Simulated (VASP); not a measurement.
# MnO (P6_3mc) in VASP: electric field gradients with PBEsol

Aim: the electric field gradients of MnO with PBEsol.

Everything below comes from runs of VASP 6.6.1. Logs are shortened: lines on timing, memory, paths and dates and some standing lists are left out, and cuts for length are marked.

## (1) The cell of the first run

Symmetry: P6_3mc, No. 186, hexagonal system. Conventional cell: a = 3.303 Å, b = 3.303 Å, c = 5.276 Å, α = 90.00°, β = 90.00°, γ = 120.00°. Within 2.5 Å of Mn (site symmetry 3m) lie 4 O at 1.92 to 2.04 Å. Within 2.5 Å of O (site symmetry 3m) lie 4 Mn at 1.92 to 2.04 Å.

## (2) Electric field gradients, PBEsol, collinear spin, ferromagnetic start (12.46 Å³/atom)

INCAR reads:

```
PREC = Accurate
ENCUT = 520
EDIFF = 1E-8
ISMEAR = -1
SIGMA = 0.05
LREAL = F
LASPH = T
NELM = 200
ALGO = Normal
ISIF = 2
LWAVE = F
LCHARG = F
ISPIN = 2
MAGMOM = 4 4 0 0
LORBIT = 11
LMAXMIX = 4
GGA = PS
LEFG = T
NBANDS = 31
GGA_COMPAT = F
```

KPOINTS reads:

```
regular mesh
0
Gamma
  14 14 8
```

POSCAR reads:

```
MnO
1.0
    3.3028713931      0.0000000000      0.0000000000
   -1.6514356965      2.8603705318      0.0000000000
    0.0000000000      0.0000000000      5.2755609885
Mn O
2 2
Direct
    0.3333333333      0.6666666667      0.0109600000
    0.6666666667      0.3333333333      0.5109600000
    0.3333333333      0.6666666667      0.3754700000
    0.6666666667      0.3333333333      0.8754700000
```

Potentials or basis: VASP PAW PBE potentials, release 64 (Mn_pv, O).

Started as:

```sh
$ cat potpaw_PBE.64/Mn_pv/POTCAR potpaw_PBE.64/O/POTCAR > POTCAR
$ mpirun -np 1 vasp_std > vasp.out
```

OUTCAR:

```text
PREC = Accurate
   ENCUT = 520
   EDIFF = 1E-8
   ISMEAR = -1
   LREAL = F
   LASPH = T
   NELM = 200
   ISIF = 2
   ISPIN = 2
   LORBIT = 11
   GGA = PS

 ion  position               nearest neighbor table
   1  0.333  0.667  0.011-   3 1.92   4 2.04   4 2.04   4 2.04
   2  0.667  0.333  0.511-   4 1.92   3 2.04   3 2.04   3 2.04
   3  0.333  0.667  0.375-   1 1.92   2 2.04   2 2.04   2 2.04
   4  0.667  0.333  0.875-   2 1.92   1 2.04   1 2.04   1 2.04

  LATTYP: Found a hexagonal cell.
 ALAT       =     3.3028713931
 C/A-ratio  =     1.5972650342

  Lattice vectors:

 A1 = (   3.3028713931,   0.0000000000,   0.0000000000)
 A2 = (  -1.6514356965,   2.8603705318,   0.0000000000)
 A3 = (   0.0000000000,   0.0000000000,   5.2755609885)

Analysis of symmetry for initial positions (statically):
=====================================================================
 Subroutine PRICEL returns:
 Original cell was already a primitive cell.

 Routine SETGRP: Setting up the symmetry group for a
 hexagonal supercell.

 Subroutine GETGRP returns: Found 12 space group operations
 (whereof  6 operations were pure point group operations)
 out of a pool of 24 trial point group operations.

The static configuration has the point symmetry C_3v.
 The point group associated with its full space group is C_6v.

Analysis of symmetry for dynamics (positions and initial velocities):
=====================================================================
 Subroutine PRICEL returns:
 Original cell was already a primitive cell.

 Routine SETGRP: Setting up the symmetry group for a
 hexagonal supercell.

 Subroutine GETGRP returns: Found 12 space group operations
 (whereof  6 operations were pure point group operations)
 out of a pool of 24 trial point group operations.

The dynamic configuration has the point symmetry C_3v.
 The point group associated with its full space group is C_6v.

Analysis of structural, dynamic, and magnetic symmetry:
=====================================================================
 Subroutine PRICEL returns:
 Original cell was already a primitive cell.

 Routine SETGRP: Setting up the symmetry group for a
 hexagonal supercell.

 Subroutine GETGRP returns: Found 12 space group operations
 (whereof  6 operations were pure point group operations)
 out of a pool of 24 trial point group operations.

The overall configuration has the point symmetry C_3v.
 The point group associated with its full space group is C_6v.

 Subroutine INISYM returns: Found 12 space group operations
 (whereof  6 operations are pure point group operations),
 and found     1 'primitive' translations

----------------------------------------------------------------------------------------

                                     Primitive cell

  volume of cell :      49.8405

  direct lattice vectors                    reciprocal lattice vectors
     3.302871393  0.000000000  0.000000000     0.302766860  0.174802528  0.000000000
    -1.651435697  2.860370532  0.000000000     0.000000000  0.349605056  0.000000000
     0.000000000  0.000000000  5.275560988     0.000000000  0.000000000  0.189553301

  length of vectors
     3.302871393  3.302871393  5.275560988     0.349605056  0.349605056  0.189553301

  position of ions in fractional coordinates (direct lattice)
     0.333333333  0.666666667  0.010960000
     0.666666667  0.333333333  0.510960000
     0.333333333  0.666666667  0.375470000
     0.666666667  0.333333333  0.875470000

  ion indices of the primitive-cell ions
   primitive index   ion index
                 1           1
                 2           2
                 3           3
                 4           4

----------------------------------------------------------------------------------------
[... 84 lines left out ...]
   EFERMI =   0.00;   METHOD = LEGACY
   ISMEAR =    -1;   SIGMA  =   0.05  broadening in eV -4-tet -1-fermi 0-gaus
   EFERMI_NEDOS =   21; number of points for ismear=-14 and -15
   IALGO  =     38    algorithm
   IMIX   =      4    mixing-type and parameters
     AMIX     =   0.40;   BMIX     =  1.00
     AMIX_MAG =   1.60;   BMIX_MAG =  1.00
  volume/ion in A,a.u.               =      12.46        84.09
  Fermi-wavevector in a.u.,A,eV,Ry     =   1.495576  2.826229 30.432799  2.236748
  Thomas-Fermi vector in A             =   2.607703
   LORBIT       =     11    0 simple, 1 ext, 2 COOP (PROOUT), +10 PAW based schemes
   GGA     = PS    functional components
   LHFCALC =     F    Hartree Fock is set to
   AEXX    =    0.0000 exact exchange contribution
   IVDW    =     0    specifies the selected vdW correction
   LEPSILON=     F    determine dielectric tensor
   LRPA    =     F    only Hartree local field effects (RPA)
 spin polarized calculation
  energy-cutoff  :      520.00
  volume of cell :       49.84
 maximum number of plane-waves:      1358
 NGX is ok and might be reduce to    28
   NGX = 13   NGY = 13   NGZ = 19

 number of electron      38.0000006 magnetization      10.0120951

 number of electron      38.0000006 magnetization       9.8373941

 Free energy of the ion-electron system (eV)
  ---------------------------------------------------
  ext. energy  EPLUGINS =         0.00000000
  ---------------------------------------------------
  free energy    TOTEN  =       -34.15516631 eV

  energy without entropy =      -34.14198682  energy(sigma->0) =      -34.14857657

 E-fermi :   6.4205     XC(G=0): -11.1588

 val. band max:        6.4158367652   @ k =   0.2857   0.0714   0.1250
 cond. band min:       6.4210182351   @ k =   0.1429   0.0714   0.0000
 fundamental gap:      0.0051814700
 Fermi energy:         6.4205458470

 spin component 1

 k-point     1 :       0.0000    0.0000    0.0000
  band No.  band energies     occupation
      1     -44.0460      1.00000
      2     -44.0269      1.00000
      3     -44.0269      1.00000
      4     -44.0189      1.00000
      5     -44.0189      1.00000
      6     -43.9951      1.00000
[... 805 lines left out ...]
     30      16.3262      0.00000
     31      16.4619      0.00000

 [... further k-points ...]

 spin component 2

 k-point     1 :       0.0000    0.0000    0.0000
  band No.  band energies     occupation
      1     -39.4924      1.00000
      2     -39.4393      1.00000
      3     -39.4393      1.00000
      4     -39.4291      1.00000
      5     -39.4291      1.00000
      6     -39.4248      1.00000
[... 805 lines left out ...]
     30      17.9780      0.00000
     31      18.2605      0.00000

 [... further k-points ...]

------------------------ aborting loop because EDIFF is reached ----------------------------------------

  FORCE on cell =-STRESS in cart. coord.  units (eV):
  Direction    XX          YY          ZZ          XY          YZ          ZX
  --------------------------------------------------------------------------------------
  -------------------------------------------------------------------------------------
  Total        1.8149812      1.8149812      5.0750257      0.0000000      0.0000000      0.0000000
  in kB       58.3445247     58.3445247    163.1421646      0.0000000      0.0000000      0.0000000
  external PRESSURE =      93.2770713 kB  Pullay stress =       0.0000000 kB

 VOLUME and BASIS-vectors are now :
 -----------------------------------------------------------------------------
  energy-cutoff  :      520.00
  volume of cell :       49.84
      direct lattice vectors                 reciprocal lattice vectors
     3.302871393  0.000000000  0.000000000     0.302766860  0.174802528  0.000000000
    -1.651435697  2.860370532  0.000000000     0.000000000  0.349605056  0.000000000
     0.000000000  0.000000000  5.275560988     0.000000000  0.000000000  0.189553301

 POSITION                                       TOTAL-FORCE (eV/Angst)
 -----------------------------------------------------------------------------------
     -0.00000      1.90691      0.05782         0.000000     -0.000000     -0.779499
      1.65144      0.95346      2.69560        -0.000000      0.000000     -0.779499
     -0.00000      1.90691      1.98081        -0.000000      0.000000      0.779499
      1.65144      0.95346      4.61860         0.000000      0.000000      0.779499
 -----------------------------------------------------------------------------------
    total drift:                               -0.000000     -0.000000      0.000146

  FREE ENERGIE OF THE ION-ELECTRON SYSTEM (eV)
  ---------------------------------------------------
  free  energy   TOTEN  =       -34.1551663147 eV

  energy  without entropy=      -34.1419868188  energy(sigma->0) =      -34.14857657

 Electric field gradients (V/A^2)
---------------------------------------------------------------------
 ion       V_xx      V_yy      V_zz      V_xy      V_xz      V_yz
---------------------------------------------------------------------
   1      13.649    13.653   -27.302     0.003     0.000    -0.000
   2      13.649    13.653   -27.302     0.003    -0.000     0.000
   3       0.108     0.110    -0.218     0.001    -0.000     0.000
   4       0.108     0.110    -0.218     0.001     0.000    -0.000
---------------------------------------------------------------------

 Electric field gradients after diagonalization (V/A^2)
 (convention: |V_zz| > |V_xx| > |V_yy|)
----------------------------------------------------------------------
 ion       V_xx      V_yy      V_zz     asymmetry (V_yy - V_xx)/ V_zz
----------------------------------------------------------------------
   1      13.655    13.648   -27.302       0.000
   2      13.655    13.648   -27.302       0.000
   3       0.110     0.108    -0.218       0.012
   4       0.110     0.108    -0.218       0.012
----------------------------------------------------------------------

           NMR quadrupolar parameters

 Cq : quadrupolar parameter    Cq=e*Q*V_zz/h
 eta: asymmetry parameters     (V_yy - V_xx)/ V_zz
 Q  : nuclear electric quadrupole moment in mb (millibarn)
----------------------------------------------------------------------
 ion       Cq(MHz)       eta       Q (mb)
----------------------------------------------------------------------
   1      -0.066       0.000       1.000
   2      -0.066       0.000       1.000
   3      -0.001       0.012       1.000
   4      -0.001       0.012       1.000
----------------------------------------------------------------------

 total charge

# of ion       s       p       d       tot
------------------------------------------
    1        0.258   6.264   4.987  11.509
    2        0.258   6.264   4.987  11.509
    3        1.553   3.468   0.000   5.021
    4        1.553   3.468   0.000   5.021
--------------------------------------------------
tot          3.622  19.464   9.974  33.060

 magnetization (x)

# of ion       s       p       d       tot
------------------------------------------
    1        0.037   0.070   4.220   4.327
    2        0.037   0.070   4.220   4.327
    3        0.020   0.186   0.000   0.206
    4        0.020   0.186   0.000   0.206
--------------------------------------------------
tot          0.114   0.511   8.441   9.066
```

Wall time 5.4 min (1 thread of Intel Xeon Platinum 8488C (Sapphire Rapids), shared host); peak memory 0.38 GiB.

What came out:

```yaml
Free_energy: -34.1552 eV
Pressure: 9.3 GPa
Largest_force: 0.779 eV/Å
Net_moment: 9.84 μB per cell
Site_moments: Mn +4.33; O +0.21 μB
Largest_electric_field_gradient_by_atom: Mn -27.3; O -0.2 V/Å²
Valence_electrons_inside_the_program's_atomic_spheres: Mn 11.51; O 5.02
```

Forces in eV/Å, atoms in the order of the input:
```
Mn   0.000  0.000 -0.779
Mn   0.000  0.000 -0.779
O    0.000  0.000  0.779
O    0.000  0.000  0.779
```

Levels at points of the mesh, in eV from the Fermi level:
Spin up:
| k point | band 22 | band 23 | band 24 | band 25 | band 26 | band 27 |
| --- | --- | --- | --- | --- | --- | --- |
| (0.00, 0.00, 0.00) | -0.98 | 0.18 | 0.18 | 0.23 | 3.81 | 5.75 |
| (0.50, 0.00, 0.00) | -1.82 | -0.74 | -0.62 | 4.05 | 4.35 | 5.95 |
| (0.00, 0.00, 0.50) | -0.43 | -0.43 | -0.43 | 1.27 | 1.27 | 8.57 |
| (0.50, 0.00, 0.50) | -1.24 | -1.16 | -1.16 | 3.95 | 3.95 | 6.36 |
Spin down:
| k point | band 11 | band 12 | band 13 | band 14 | band 15 | band 16 | band 17 | band 18 |
| --- | --- | --- | --- | --- | --- | --- | --- | --- |
| (0.00, 0.00, 0.00) | -5.35 | -5.35 | -5.11 | -5.11 | -0.13 | 0.78 | 0.78 | 0.95 |
| (0.50, 0.00, 0.00) | -5.73 | -5.28 | -5.24 | -5.00 | 0.17 | 0.23 | 1.10 | 1.41 |
| (0.00, 0.00, 0.50) | -5.25 | -5.25 | -5.25 | -5.25 | 1.31 | 1.31 | 1.31 | 1.31 |
| (0.50, 0.00, 0.50) | -5.32 | -5.32 | -5.13 | -5.13 | 0.73 | 0.73 | 1.42 | 1.42 |

Electric field gradients, principal values (V/Å²):
```
atom   least  middle  greatest (by size)
1 Mn  13.648  13.655             -27.302
2 Mn  13.648  13.655             -27.302
 3 O   0.108   0.110              -0.218
 4 O   0.108   0.110              -0.218
```

Caveat: the stress differs along the axes, from 6 to 16 GPa; without QUAD_EFG the Cq values of the log hold for a quadrupole moment of 1 mb, not for the nuclei; the PAW data sets were made with another functional, which shifts forces and pressure a little; semilocal functionals often make such compounds metallic where correlation or magnetic order opens a gap, which also shifts bond lengths; the run started ferromagnetic, and an antiferromagnetic order may lie lower in energy. With open d or f shells a metallic result of PBEsol can be an artefact of self-interaction; +U or a hybrid may open a gap.
